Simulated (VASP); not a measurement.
# Te (P3_121) in VASP: single point with PBE

Aim: the single point of Te with PBE.

Everything below comes from runs of VASP 6.6.1. Logs are shortened: lines on timing, memory, paths and dates and some standing lists are left out, and cuts for length are marked.

**1. The cell of the first run**

The structure is trigonal, space group P3_121 (No. 152). The conventional cell has a = 4.519 Å, b = 4.519 Å, c = 5.956 Å, α = 90.00°, β = 90.00°, γ = 120.00°. Te (site symmetry 2) has 6 Te at 2.89 to 3.51 Å within 3.8 Å.

**2. Single point, PBE**

Contents of POSCAR:

```
Te
1.0
    4.5186668005      0.0000000000      0.0000000000
   -2.2593334002      3.9132802405      0.0000000000
    0.0000000000      0.0000000000      5.9561016534
Te
3
Direct
    0.2682940022      0.0000000000      0.3333333333
    0.0000000000      0.2682940022      0.6666666667
    0.7317059978      0.7317059978      0.0000000000
```

Contents of INCAR.step1:

```
  PREC = Accurate
  ENCUT = 520
  EDIFF = 1E-7
  ISMEAR = 0
  SIGMA = 0.01
  LREAL = F
  LASPH = T
  NELM = 80
  ALGO = Normal
  ISIF = 2
  LWAVE = F
  LCHARG = T
  GGA = PE
  NBANDS = 16
```

Contents of KPOINTS.step1:

```
Automatic mesh
0
Gamma
  12 12 6
```

Contents of INCAR.step2:

```
  PREC = Accurate
  ENCUT = 520
  EDIFF = 1E-7
  ISMEAR = -5
  SIGMA = 0.01
  LREAL = F
  LASPH = T
  NELM = 80
  ALGO = Normal
  ISIF = 2
  LWAVE = F
  LCHARG = F
  GGA = PE
  LORBIT = 11
  NBANDS = 16
  NEDOS = 1001
  ICHARG = 11
```

Contents of KPOINTS.step2:

```
Automatic mesh
0
Gamma
  18 18 9
```

Potentials or basis: VASP PAW PBE potentials, release 64 (Te).

On the command line:

```console
cat potpaw_PBE.64/Te/POTCAR > POTCAR
cp INCAR.step1 INCAR
cp KPOINTS.step1 KPOINTS
mpirun -np 1 vasp_std > vasp.out
cp INCAR.step2 INCAR
cp KPOINTS.step2 KPOINTS
mpirun -np 1 vasp_std > vasp.out
```

OUTCAR:

```text
PREC = Accurate
   ENCUT = 520
   EDIFF = 1E-7
   ISMEAR = -5
   LREAL = F
   LASPH = T
   NELM = 80
   ISIF = 2
   GGA = PE
   LORBIT = 11
   ICHARG = 11

 ion  position               nearest neighbor table
   1  0.268  0.000  0.333-   3 2.89   2 2.89   3 3.51   3 3.51   2 3.51   2 3.51
   2  0.000  0.268  0.667-   3 2.89   1 2.89   3 3.51   3 3.51   1 3.51   1 3.51
   3  0.732  0.732  0.000-   1 2.89   2 2.89   1 3.51   2 3.51   2 3.51   1 3.51

  LATTYP: Found a hexagonal cell.
 ALAT       =     4.5186668005
 C/A-ratio  =     1.3181103888

  Lattice vectors:

 A1 = (   4.5186668005,   0.0000000000,   0.0000000000)
 A2 = (  -2.2593334002,   3.9132802405,   0.0000000000)
 A3 = (   0.0000000000,   0.0000000000,   5.9561016534)

Analysis of symmetry for initial positions (statically):
=====================================================================
 Subroutine PRICEL returns:
 Original cell was already a primitive cell.

 Routine SETGRP: Setting up the symmetry group for a
 hexagonal supercell.

 Subroutine GETGRP returns: Found  6 space group operations
 (whereof  2 operations were pure point group operations)
 out of a pool of 24 trial point group operations.

The static configuration has the point symmetry C_2 .
 The point group associated with its full space group is D_3 .

Analysis of symmetry for dynamics (positions and initial velocities):
=====================================================================
 Subroutine PRICEL returns:
 Original cell was already a primitive cell.

 Routine SETGRP: Setting up the symmetry group for a
 hexagonal supercell.

 Subroutine GETGRP returns: Found  6 space group operations
 (whereof  2 operations were pure point group operations)
 out of a pool of 24 trial point group operations.

The dynamic configuration has the point symmetry C_2 .
 The point group associated with its full space group is D_3 .

 Subroutine INISYM returns: Found  6 space group operations
 (whereof  2 operations are pure point group operations),
 and found     1 'primitive' translations

----------------------------------------------------------------------------------------

                                     Primitive cell

  volume of cell :     105.3206

  direct lattice vectors                    reciprocal lattice vectors
     4.518666801  0.000000000  0.000000000     0.221304213  0.127770047  0.000000000
    -2.259333400  3.913280240  0.000000000     0.000000000  0.255540094  0.000000000
     0.000000000  0.000000000  5.956101653     0.000000000  0.000000000  0.167895053

  length of vectors
     4.518666801  4.518666801  5.956101653     0.255540094  0.255540094  0.167895053

  position of ions in fractional coordinates (direct lattice)
     0.268294002  0.000000000  0.333333333
     0.000000000  0.268294002  0.666666667
     0.731705998  0.731705998  0.000000000

  ion indices of the primitive-cell ions
   primitive index   ion index
                 1           1
                 2           2
                 3           3

----------------------------------------------------------------------------------------

 KPOINTS: Automatic mesh

Automatic generation of k-mesh.
 Grid dimensions read from file:
 generate k-points for:   18   18    9

 Generating k-lattice:

  Cartesian coordinates                     Fractional coordinates (reciprocal lattice)
     0.012294678  0.007098336  0.000000000     0.055555556  0.000000000  0.000000000
     0.000000000  0.014196672  0.000000000     0.000000000  0.055555556  0.000000000
     0.000000000  0.000000000  0.018655006     0.000000000  0.000000000  0.111111111

  Length of vectors
     0.014196672  0.014196672  0.018655006

  Shift w.r.t. Gamma in fractional coordinates (k-lattice)
     0.000000000  0.000000000  0.000000000

 TETIRR: Found   4263 inequivalent tetrahedra from    17496

 Subroutine IBZKPT returns following result:
 ===========================================

 Found    293 irreducible k-points:

 Following reciprocal coordinates:
            Coordinates               Weight
  0.000000  0.000000  0.000000      1.000000
  0.055556  0.000000  0.000000      6.000000
  0.111111  0.000000  0.000000      6.000000
  0.166667 -0.000000  0.000000      6.000000
  0.222222 -0.000000  0.000000      6.000000
  0.277778 -0.000000  0.000000      6.000000
[... 16 lines left out ...]
  0.333333  0.111111  0.000000     12.000000
  0.388889  0.111111  0.000000     12.000000
 [... further k-points ...]
   k-points           NKPTS =    293   k-points in BZ     NKDIM =    293   number of bands    NBANDS=     16
   number of dos      NEDOS =   1001   number of ions     NIONS =      3
   total plane-waves  NPLWV =  62208
   dimension x,y,z NGX =    36 NGY =   36 NGZ =   48
   dimension x,y,z NGXF=    72 NGYF=   72 NGZF=   96
   ions per type =               3
   NGX,Y,Z   is equivalent  to a cutoff of  13.24, 13.24, 13.40 a.u.
   NGXF,Y,Z  is equivalent  to a cutoff of  26.49, 26.49, 26.80 a.u.
 SYSTEM =  unknown system
   PREC   = accura    normal or accurate (medium, high low for compatibility)
   ISTART =      0    job   : 0-new  1-cont  2-samecut
   ICHARG =     11    charge: 1-file 2-atom 10-const
   ISPIN  =      1    spin polarized calculation?
   LNONCOLLINEAR =      F non collinear calculations
   LSORBIT =      F    spin-orbit coupling
   LASPH  =      T    aspherical Exc in radial PAW
   ENCUT  =  520.0 eV  38.22 Ry    6.18 a.u.   8.40  8.40 11.07*2*pi/ulx,y,z
   NELM   =     80;   NELMIN=  2; NELMDL=  0     # of ELM steps
   EDIFF  = 0.1E-06   stopping-criterion for ELM
   LREAL  =      F    real-space projection
   EDIFFG = 0.1E-05   stopping-criterion for IOM
   NSW    =      0    number of steps for IOM
   IBRION =     -1    ionic relax: 0-MD 1-quasi-New 2-CG
   NFREE  =      0    steps in history (QN), initial steepest desc. (CG)
   ISIF   =      2    stress and relaxation
   ISYM   =      2    0-nonsym 1-usesym 2-fastsym
   POTIM  = 0.5000    time-step for ionic-motion
   TEBEG  =    0.0;   TEEND  =   0.0 temperature during run
   PSTRESS=    0.0 pullay stress
   NELECT =      18.0000    total number of electrons
   NUPDOWN=      -1.0000    fix difference up-down
   EMIN   =  10.00;   EMAX   =-10.00  energy-range for DOS
   EFERMI =   0.00;   METHOD = LEGACY
   ISMEAR =    -5;   SIGMA  =   0.01  broadening in eV -4-tet -1-fermi 0-gaus
   EFERMI_NEDOS =   21; number of points for ismear=-14 and -15
   IALGO  =     38    algorithm
   IMIX   =      4    mixing-type and parameters
     AMIX     =   0.40;   BMIX     =  1.00
     AMIX_MAG =   1.60;   BMIX_MAG =  1.00
  volume/ion in A,a.u.               =      35.11       236.91
  Fermi-wavevector in a.u.,A,eV,Ry     =   0.908506  1.716828 11.230023  0.825383
  Thomas-Fermi vector in A             =   2.032440
   LORBIT       =     11    0 simple, 1 ext, 2 COOP (PROOUT), +10 PAW based schemes
   GGA     = PE    functional components
   LHFCALC =     F    Hartree Fock is set to
   AEXX    =    0.0000 exact exchange contribution
   IVDW    =     0    specifies the selected vdW correction
   LEPSILON=     F    determine dielectric tensor
   LRPA    =     F    only Hartree local field effects (RPA)
 non-spin polarized calculation
 Fermi weights with tetrahedron method with Bloechl corrections
  energy-cutoff  :      520.00
  volume of cell :      105.32
 maximum number of plane-waves:      2890
 NGX is ok and might be reduce to    36

 number of electron      17.9999999 magnetization

 Free energy of the ion-electron system (eV)
  ---------------------------------------------------
  ext. energy  EPLUGINS =         0.00000000
  ---------------------------------------------------
  free energy    TOTEN  =        -9.43195833 eV

  energy without entropy =       -9.43195833  energy(sigma->0) =       -9.43195833

 E-fermi :   5.5284     XC(G=0):  -8.9202

 val. band max:        5.5202192362   @ k =   0.3333   0.3333   0.4444
 cond. band min:       5.9064437232   @ k =   0.3333   0.3333   0.4444
 fundamental gap:      0.3862244871
 Fermi energy:         5.5283848974

 k-point     1 :       0.0000    0.0000    0.0000
  band No.  band energies     occupation
      1      -7.8497      2.00000
      2      -4.6839      2.00000
      3      -4.6839      2.00000
      4       2.5497      2.00000
      5       2.8102      2.00000
      6       2.8102      2.00000
[... 8 lines left out ...]
     15      11.4167      0.00000
     16      11.8427      0.00000

 k-point     2 :       0.0556    0.0000    0.0000
  band No.  band energies     occupation
      1      -7.8299      2.00000
      2      -4.6903      2.00000
      3      -4.6794      2.00000
      4       2.3609      2.00000
      5       2.6733      2.00000
      6       2.7778      2.00000
[... 8 lines left out ...]
     15      11.5008      0.00000
     16      11.8408      0.00000

 k-point     3 :       0.1111    0.0000    0.0000
  band No.  band energies     occupation
      1      -7.7711      2.00000
      2      -4.7121      2.00000
      3      -4.6661      2.00000
      4       1.9680      2.00000
      5       2.4239      2.00000
      6       2.6655      2.00000
[... 8 lines left out ...]
     15      11.6114      0.00000
     16      11.8829      0.00000
[... 362 lines left out ...]
 k-point    23 :       0.3333    0.1111    0.0000
  band No.  band energies     occupation
      1      -7.0139      2.00000
      2      -5.1923      2.00000
      3      -4.6027      2.00000
      4       0.9225      2.00000
      5       1.2588      2.00000
      6       2.1354      2.00000
[... 8 lines left out ...]
     15      13.3854      0.00000
     16      13.7518      0.00000

 k-point    24 :       0.3889    0.1111    0.0000
  band No.  band energies     occupation
      1      -6.8888      2.00000
      2      -5.3061      2.00000
      3      -4.5945      2.00000
      4       0.9419      2.00000
      5       1.2576      2.00000
      6       2.0896      2.00000
[... 8 lines left out ...]
     15      13.5105      0.00000
     16      13.9746      0.00000

 [... further k-points ...]

------------------------ aborting loop because EDIFF is reached ----------------------------------------

  FORCE on cell =-STRESS in cart. coord.  units (eV):
  Direction    XX          YY          ZZ          XY          YZ          ZX
  --------------------------------------------------------------------------------------
  -------------------------------------------------------------------------------------
  Total       -0.0030668     -0.0030668      0.0042801     -0.0000000      0.0000000      0.0000000
  in kB       -0.0466534     -0.0466534      0.0651101     -0.0000000      0.0000000      0.0000000
  external PRESSURE =      -0.0093989 kB  Pullay stress =       0.0000000 kB

 VOLUME and BASIS-vectors are now :
 -----------------------------------------------------------------------------
  energy-cutoff  :      520.00
  volume of cell :      105.32
      direct lattice vectors                 reciprocal lattice vectors
     4.518666801  0.000000000  0.000000000     0.221304213  0.127770047  0.000000000
    -2.259333400  3.913280240  0.000000000     0.000000000  0.255540094  0.000000000
     0.000000000  0.000000000  5.956101653     0.000000000  0.000000000  0.167895053

 POSITION                                       TOTAL-FORCE (eV/Angst)
 -----------------------------------------------------------------------------------
      1.21233      0.00000      1.98537         0.007915      0.000000     -0.000000
     -0.60617      1.04991      3.97073        -0.003957      0.006854      0.000000
      1.65317      2.86337      0.00000        -0.003957     -0.006854     -0.000000
 -----------------------------------------------------------------------------------
    total drift:                               -0.000008     -0.000014      0.000000

  FREE ENERGIE OF THE ION-ELECTRON SYSTEM (eV)
  ---------------------------------------------------
  free  energy   TOTEN  =        -9.4319583302 eV

  energy  without entropy=       -9.4319583302  energy(sigma->0) =       -9.43195833

 total charge

# of ion       s       p       d       tot
------------------------------------------
    1        1.433   1.806   0.039   3.278
    2        1.433   1.806   0.039   3.278
    3        1.433   1.806   0.039   3.278
--------------------------------------------------
tot          4.298   5.417   0.118   9.834
```

It took 2.3 min on 1 thread of Intel Xeon 6975P-C (Granite Rapids), shared host; peak memory 0.51 GiB.

What came out:

- Valence electrons inside the program's atomic spheres: Te 3.28

Caveat: spin-orbit coupling is left out, which moves the levels of the heavy elements.
